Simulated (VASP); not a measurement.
# F (P6_3/mmc) in VASP: a series of runs

F is run at these levels: PBE; tasks: electric field gradients.

Program: VASP 6.6.1. These are calculated values, not measurements. Logs are shortened: lines on timing, memory, paths and dates and some standing lists are left out, and cuts for length are marked.

**1. The cell of the first run**

Symmetry: P6_3/mmc, No. 194, hexagonal system. Conventional cell: a = 2.923 Å, b = 2.923 Å, c = 2.940 Å, α = 90.00°, β = 90.00°, γ = 120.00°. Within 3.0 Å of F (site symmetry -6m2) lie 14 F at 2.24 to 2.94 Å.

**2. Electric field gradients, PBE (10.87 Å³/atom)**

INCAR

```
SYSTEM = F
PREC = Accurate ; ENCUT = 520
EDIFF = 1E-8 ; ISMEAR = -1
SIGMA = 0.08 ; LREAL = .FALSE.
LASPH = .TRUE. ; NELM = 60
ALGO = Normal ; ISIF = 2
LWAVE = .FALSE. ; LCHARG = .FALSE.
GGA = PE ; LEFG = .TRUE.
NBANDS = 14
```

KPOINTS

```
Automatic mesh
0
G
  19 19 10
  0 0 0
```

POSCAR

```
F
1.0
    2.9227223324      0.0000000000      0.0000000000
   -1.4613611662      2.5311517881      0.0000000000
    0.0000000000      0.0000000000      2.9400096624
F
2
Direct
    0.3333333333      0.6666666667      0.2500000000
    0.6666666667      0.3333333333      0.7500000000
```

Potentials or basis: VASP PAW PBE potentials, release 64 (F).

Run with:

```sh
$ cat potpaw_PBE.64/F/POTCAR > POTCAR
$ mpirun -np 1 vasp_std > vasp.out
```

OUTCAR:

```text
SYSTEM = F
   PREC = Accurate
   ENCUT = 520
   EDIFF = 1E-8
   ISMEAR = -1
   LREAL = .FALSE.
   LASPH = .TRUE.
   NELM = 60
   ISIF = 2
   GGA = PE

 ion  position               nearest neighbor table
   1  0.333  0.667  0.250-
   2  0.667  0.333  0.750-

  LATTYP: Found a hexagonal cell.
 ALAT       =     2.9227223324
 C/A-ratio  =     1.0059148041

  Lattice vectors:

 A1 = (   2.9227223324,   0.0000000000,   0.0000000000)
 A2 = (  -1.4613611662,   2.5311517881,   0.0000000000)
 A3 = (   0.0000000000,   0.0000000000,   2.9400096624)

Analysis of symmetry for initial positions (statically):
=====================================================================
 Subroutine PRICEL returns:
 Original cell was already a primitive cell.

 Routine SETGRP: Setting up the symmetry group for a
 hexagonal supercell.

 Subroutine GETGRP returns: Found 24 space group operations
 (whereof 12 operations were pure point group operations)
 out of a pool of 24 trial point group operations.

The static configuration has the point symmetry D_3d.
 The point group associated with its full space group is D_6h.

Analysis of symmetry for dynamics (positions and initial velocities):
=====================================================================
 Subroutine PRICEL returns:
 Original cell was already a primitive cell.

 Routine SETGRP: Setting up the symmetry group for a
 hexagonal supercell.

 Subroutine GETGRP returns: Found 24 space group operations
 (whereof 12 operations were pure point group operations)
 out of a pool of 24 trial point group operations.

The dynamic configuration has the point symmetry D_3d.
 The point group associated with its full space group is D_6h.

 Subroutine INISYM returns: Found 24 space group operations
 (whereof 12 operations are pure point group operations),
 and found     1 'primitive' translations

----------------------------------------------------------------------------------------

                                     Primitive cell

  volume of cell :      21.7498

  direct lattice vectors                    reciprocal lattice vectors
     2.922722332  0.000000000  0.000000000     0.342146768  0.197538529  0.000000000
    -1.461361166  2.531151788  0.000000000     0.000000000  0.395077057  0.000000000
     0.000000000  0.000000000  2.940009662     0.000000000  0.000000000  0.340134937

  length of vectors
     2.922722332  2.922722332  2.940009662     0.395077057  0.395077057  0.340134937

  position of ions in fractional coordinates (direct lattice)
     0.333333333  0.666666667  0.250000000
     0.666666667  0.333333333  0.750000000

  ion indices of the primitive-cell ions
   primitive index   ion index
                 1           1
                 2           2

----------------------------------------------------------------------------------------

 KPOINTS: Automatic mesh

Automatic generation of k-mesh.
 Grid dimensions read from file:
 generate k-points for:   19   19   10

 Generating k-lattice:

  Cartesian coordinates                     Fractional coordinates (reciprocal lattice)
     0.018007725  0.010396765  0.000000000     0.052631579  0.000000000  0.000000000
     0.000000000  0.020793529  0.000000000     0.000000000  0.052631579  0.000000000
     0.000000000  0.000000000  0.034013494     0.000000000  0.000000000  0.100000000

  Length of vectors
     0.020793529  0.020793529  0.034013494

  Shift w.r.t. Gamma in fractional coordinates (k-lattice)
     0.000000000  0.000000000  0.000000000

 Subroutine IBZKPT returns following result:
 ===========================================

 Found    240 irreducible k-points:

 Following reciprocal coordinates:
            Coordinates               Weight
  0.000000  0.000000  0.000000      1.000000
  0.052632  0.000000  0.000000      6.000000
  0.105263  0.000000  0.000000      6.000000
  0.157895  0.000000  0.000000      6.000000
  0.210526  0.000000  0.000000      6.000000
  0.263158  0.000000  0.000000      6.000000
[... 16 lines left out ...]
  0.263158  0.105263  0.000000     12.000000
  0.315789  0.105263  0.000000     12.000000
 [... further k-points ...]
   k-points           NKPTS =    240   k-points in BZ     NKDIM =    240   number of bands    NBANDS=     14
   number of dos      NEDOS =    301   number of ions     NIONS =      2
   total plane-waves  NPLWV =  13824
   dimension x,y,z NGX =    24 NGY =   24 NGZ =   24
   dimension x,y,z NGXF=    48 NGYF=   48 NGZF=   48
   ions per type =               2
   NGX,Y,Z   is equivalent  to a cutoff of  13.65, 13.65, 13.57 a.u.
   NGXF,Y,Z  is equivalent  to a cutoff of  27.30, 27.30, 27.14 a.u.
 SYSTEM =  F
   PREC   = accura    normal or accurate (medium, high low for compatibility)
   ISTART =      0    job   : 0-new  1-cont  2-samecut
   ICHARG =      2    charge: 1-file 2-atom 10-const
   ISPIN  =      1    spin polarized calculation?
   LNONCOLLINEAR =      F non collinear calculations
   LSORBIT =      F    spin-orbit coupling
   LASPH  =      T    aspherical Exc in radial PAW
   ENCUT  =  520.0 eV  38.22 Ry    6.18 a.u.   5.43  5.43  5.47*2*pi/ulx,y,z
   NELM   =     60;   NELMIN=  2; NELMDL= -5     # of ELM steps
   EDIFF  = 0.1E-07   stopping-criterion for ELM
   LREAL  =      F    real-space projection
   EDIFFG = 0.1E-06   stopping-criterion for IOM
   NSW    =      0    number of steps for IOM
   IBRION =     -1    ionic relax: 0-MD 1-quasi-New 2-CG
   NFREE  =      0    steps in history (QN), initial steepest desc. (CG)
   ISIF   =      2    stress and relaxation
   ISYM   =      2    0-nonsym 1-usesym 2-fastsym
   POTIM  = 0.5000    time-step for ionic-motion
   TEBEG  =    0.0;   TEEND  =   0.0 temperature during run
   PSTRESS=    0.0 pullay stress
   NELECT =      14.0000    total number of electrons
   NUPDOWN=      -1.0000    fix difference up-down
   EMIN   =  10.00;   EMAX   =-10.00  energy-range for DOS
   EFERMI =   0.00;   METHOD = LEGACY
   ISMEAR =    -1;   SIGMA  =   0.08  broadening in eV -4-tet -1-fermi 0-gaus
   EFERMI_NEDOS =   21; number of points for ismear=-14 and -15
   IALGO  =     38    algorithm
   IMIX   =      4    mixing-type and parameters
     AMIX     =   0.40;   BMIX     =  1.00
     AMIX_MAG =   1.60;   BMIX_MAG =  1.00
  volume/ion in A,a.u.               =      10.87        73.39
  Fermi-wavevector in a.u.,A,eV,Ry     =   1.413511  2.671149 27.184641  1.998015
  Thomas-Fermi vector in A             =   2.535149
   LORBIT       =      0    0 simple, 1 ext, 2 COOP (PROOUT), +10 PAW based schemes
   GGA     = PE    functional components
   LHFCALC =     F    Hartree Fock is set to
   AEXX    =    0.0000 exact exchange contribution
   IVDW    =     0    specifies the selected vdW correction
   LEPSILON=     F    determine dielectric tensor
   LRPA    =     F    only Hartree local field effects (RPA)
 non-spin polarized calculation
  energy-cutoff  :      520.00
  volume of cell :       21.75
 maximum number of plane-waves:       611
 NGX is ok and might be reduce to    24
   NGX = 11   NGY = 11   NGZ = 11

 number of electron      13.9999984 magnetization

 Free energy of the ion-electron system (eV)
  ---------------------------------------------------
  ext. energy  EPLUGINS =         0.00000000
  ---------------------------------------------------
  free energy    TOTEN  =        -1.96288598 eV

  energy without entropy =       -1.87222782  energy(sigma->0) =       -1.91755690

 E-fermi :  -3.6379     XC(G=0):  -9.7794

 val. band max:       -3.6442878379   @ k =   0.2105   0.0000   0.4000
 cond. band min:      -3.6377275532   @ k =   0.1579   0.1579   0.1000
 fundamental gap:      0.0065602847
 Fermi energy:        -3.6379096207

 k-point     1 :       0.0000    0.0000    0.0000
  band No.  band energies     occupation
      1     -25.6376      2.00000
      2     -22.8036      2.00000
      3      -6.6678      2.00000
      4      -5.5021      2.00000
      5      -5.5021      2.00000
      6      -3.8212      1.81629
      7      -3.8212      1.81628
      8      -3.2101      0.00947
      9       8.7381      0.00000
     10      16.1152      0.00000
     11      22.5856      0.00000
     12      22.5856      0.00000
     13      24.7090      0.00000
     14      25.9625      0.00000
[... 377 lines left out ...]
      1     -24.7815      2.00000
      2     -23.4427      2.00000
      3      -6.6947      2.00000
      4      -5.9766      2.00000
      5      -5.7413      2.00000
      6      -4.6295      1.99999
      7      -4.1265      1.99555
      8      -3.4812      0.24712
      9      12.0103      0.00000
     10      16.4605      0.00000
     11      17.7064      0.00000
     12      22.8468      0.00000
     13      24.2821      0.00000
     14      26.4276      0.00000

 [... further k-points ...]

------------------------ aborting loop because EDIFF is reached ----------------------------------------

  FORCE on cell =-STRESS in cart. coord.  units (eV):
  Direction    XX          YY          ZZ          XY          YZ          ZX
  --------------------------------------------------------------------------------------
  -------------------------------------------------------------------------------------
  Total       -0.2110904     -0.2110904     -0.2783493      0.0000000      0.0000000      0.0000000
  in kB      -15.5497877    -15.5497877    -20.5043599      0.0000000      0.0000000      0.0000000
  external PRESSURE =     -17.2013117 kB  Pullay stress =       0.0000000 kB

 VOLUME and BASIS-vectors are now :
 -----------------------------------------------------------------------------
  energy-cutoff  :      520.00
  volume of cell :       21.75
      direct lattice vectors                 reciprocal lattice vectors
     2.922722332  0.000000000  0.000000000     0.342146768  0.197538529  0.000000000
    -1.461361166  2.531151788  0.000000000     0.000000000  0.395077057  0.000000000
     0.000000000  0.000000000  2.940009662     0.000000000  0.000000000  0.340134937

 POSITION                                       TOTAL-FORCE (eV/Angst)
 -----------------------------------------------------------------------------------
     -0.00000      1.68743      0.73500         0.000000      0.000000      0.000000
      1.46136      0.84372      2.20501        -0.000000      0.000000      0.000000
 -----------------------------------------------------------------------------------
    total drift:                               -0.000000      0.000000     -0.000000

  FREE ENERGIE OF THE ION-ELECTRON SYSTEM (eV)
  ---------------------------------------------------
  free  energy   TOTEN  =        -1.9628859804 eV

  energy  without entropy=       -1.8722278208  energy(sigma->0) =       -1.91755690

 Electric field gradients (V/A^2)
---------------------------------------------------------------------
 ion       V_xx      V_yy      V_zz      V_xy      V_xz      V_yz
---------------------------------------------------------------------
   1     -45.400   -45.396    90.795     0.004     0.000    -0.000
   2     -45.400   -45.396    90.795     0.004    -0.000     0.000
---------------------------------------------------------------------

 Electric field gradients after diagonalization (V/A^2)
 (convention: |V_zz| > |V_xx| > |V_yy|)
----------------------------------------------------------------------
 ion       V_xx      V_yy      V_zz     asymmetry (V_yy - V_xx)/ V_zz
----------------------------------------------------------------------
   1     -45.402   -45.394    90.795       0.000
   2     -45.402   -45.394    90.795       0.000
----------------------------------------------------------------------

           NMR quadrupolar parameters

 Cq : quadrupolar parameter    Cq=e*Q*V_zz/h
 eta: asymmetry parameters     (V_yy - V_xx)/ V_zz
 Q  : nuclear electric quadrupole moment in mb (millibarn)
----------------------------------------------------------------------
 ion       Cq(MHz)       eta       Q (mb)
----------------------------------------------------------------------
   1       0.220       0.000       1.000
   2       0.220       0.000       1.000
----------------------------------------------------------------------
```

It took 45 s on 1 thread of Intel Xeon 8259CL, shared host; peak memory 0.17 GiB.

What came out:

| Item | Value |
| --- | --- |
| Free energy | -1.9629 eV |
| Pressure | -1.7 GPa |
| Band gap on the k mesh | zero (bands 7 and 8 overlap by 1.46 eV) |
| Largest electric field gradient by atom | F +90.8 V/Å² |

Levels at points of the mesh, in eV from the Fermi level:
| k point | band 4 | band 5 | band 6 | band 7 | band 8 | band 9 | band 10 | band 11 |
| --- | --- | --- | --- | --- | --- | --- | --- | --- |
| (0.00, 0.00, 0.00) | -1.86 | -1.86 | -0.18 | -0.18 | 0.43 | 12.38 | 19.75 | 26.22 |
| (0.00, 0.00, 0.50) | -1.94 | -0.98 | -0.98 | -0.98 | -0.98 | 16.62 | 16.62 | 26.94 |

Electric field gradients, principal values (V/Å²):
| atom | least | middle | greatest (by size) |
| --- | --- | --- | --- |
| 1 F | -45.394 | -45.402 | 90.795 |
| 2 F | -45.394 | -45.402 | 90.795 |

Caveat: the atoms stand far beyond bonding distance, and open shells without spin polarisation read as a metal; without QUAD_EFG the Cq values of the log hold for a quadrupole moment of 1 mb, not for the nuclei.

**3. Electric field gradients, PBE (11.09 Å³/atom)**

This run uses another cell than the first one, of 11.09 Å³/atom.

INCAR

```
ALGO = Normal
EDIFF = 1E-8
ENCUT = 520
GGA = PE
ISIF = 2
ISMEAR = -1
LASPH = T
LCHARG = F
LEFG = T
LREAL = F
LWAVE = F
NBANDS = 14
NELM = 80
PREC = Accurate
SIGMA = 0.08
```

KPOINTS

```
k-points
0
Gamma
  19 19 10
```

POSCAR

```
F
1.0
    2.9417015807      0.0000000000      0.0000000000
   -1.4708507903      2.5475882992      0.0000000000
    0.0000000000      0.0000000000      2.9591011692
F
2
Direct
    0.3333333333      0.6666666667      0.2500000000
    0.6666666667      0.3333333333      0.7500000000
```

Potentials or basis: VASP PAW PBE potentials, release 64 (F).

Run with:

```sh
$ cat potpaw_PBE.64/F/POTCAR > POTCAR
$ mpirun -np 1 vasp_std > vasp.out
```

OUTCAR:

```text
EDIFF = 1E-8
   ENCUT = 520
   GGA = PE
   ISIF = 2
   ISMEAR = -1
   LASPH = T
   LREAL = F
   NELM = 80
   PREC = Accurate

 ion  position               nearest neighbor table
   1  0.333  0.667  0.250-
   2  0.667  0.333  0.750-

  LATTYP: Found a hexagonal cell.
 ALAT       =     2.9417015807
 C/A-ratio  =     1.0059148041

  Lattice vectors:

 A1 = (   2.9417015807,   0.0000000000,   0.0000000000)
 A2 = (  -1.4708507903,   2.5475882992,   0.0000000000)
 A3 = (   0.0000000000,   0.0000000000,   2.9591011692)

[... 619 lines left out ...]
  FREE ENERGIE OF THE ION-ELECTRON SYSTEM (eV)
  ---------------------------------------------------
  free  energy   TOTEN  =        -1.9588881894 eV

  energy  without entropy=       -1.8656747653  energy(sigma->0) =       -1.91228148

 Electric field gradients (V/A^2)
---------------------------------------------------------------------
 ion       V_xx      V_yy      V_zz      V_xy      V_xz      V_yz
---------------------------------------------------------------------
   1     -44.743   -44.738    89.481     0.005     0.000    -0.000
   2     -44.743   -44.738    89.481     0.005    -0.000     0.000
---------------------------------------------------------------------

 Electric field gradients after diagonalization (V/A^2)
 (convention: |V_zz| > |V_xx| > |V_yy|)
----------------------------------------------------------------------
 ion       V_xx      V_yy      V_zz     asymmetry (V_yy - V_xx)/ V_zz
----------------------------------------------------------------------
   1     -44.746   -44.735    89.481       0.000
   2     -44.746   -44.735    89.481       0.000
----------------------------------------------------------------------

           NMR quadrupolar parameters

 Cq : quadrupolar parameter    Cq=e*Q*V_zz/h
 eta: asymmetry parameters     (V_yy - V_xx)/ V_zz
 Q  : nuclear electric quadrupole moment in mb (millibarn)
----------------------------------------------------------------------
 ion       Cq(MHz)       eta       Q (mb)
----------------------------------------------------------------------
   1       0.216       0.000       1.000
   2       0.216       0.000       1.000
----------------------------------------------------------------------
```

stdout:

```text
POSCAR found type information on POSCAR F
 POSCAR found :  1 types and       2 ions
 scaLAPACK will be used
 LDA part: xc-table for (Slater+PW92), standard interpolation
 POSCAR, INCAR and KPOINTS ok, starting setup
 FFT: planning ... GRIDC
 FFT: planning ... GRID_SOFT
 FFT: planning ... GRID
 WAVECAR not read
 entering main loop
ion   1

ion   2
```

Wall time 45 s (1 thread of Intel Xeon 8259CL, shared host); peak memory 0.17 GiB.

Results:

| Quantity | Value |
| --- | --- |
| Free energy | -1.9589 eV |
| Pressure | -2.6 GPa |
| Band gap on the k mesh | zero (bands 7 and 8 overlap by 1.42 eV) |
| Largest electric field gradient by atom | F +89.5 V/Å² |

Levels at points of the mesh, in eV from the Fermi level:
| k point | band 4 | band 5 | band 6 | band 7 | band 8 | band 9 | band 10 | band 11 |
| --- | --- | --- | --- | --- | --- | --- | --- | --- |
| (0.00, 0.00, 0.00) | -1.81 | -1.81 | -0.18 | -0.18 | 0.41 | 12.27 | 19.71 | 26.08 |
| (0.00, 0.00, 0.50) | -1.90 | -0.95 | -0.95 | -0.95 | -0.95 | 16.49 | 16.49 | 26.81 |

Electric field gradients, principal values (V/Å²):
```csv
atom,least,middle,greatest (by size)
1 F,-44.735,-44.746,89.481
2 F,-44.735,-44.746,89.481
```

Caveat: the atoms stand far beyond bonding distance, and open shells without spin polarisation read as a metal; without QUAD_EFG the Cq values of the log hold for a quadrupole moment of 1 mb, not for the nuclei.
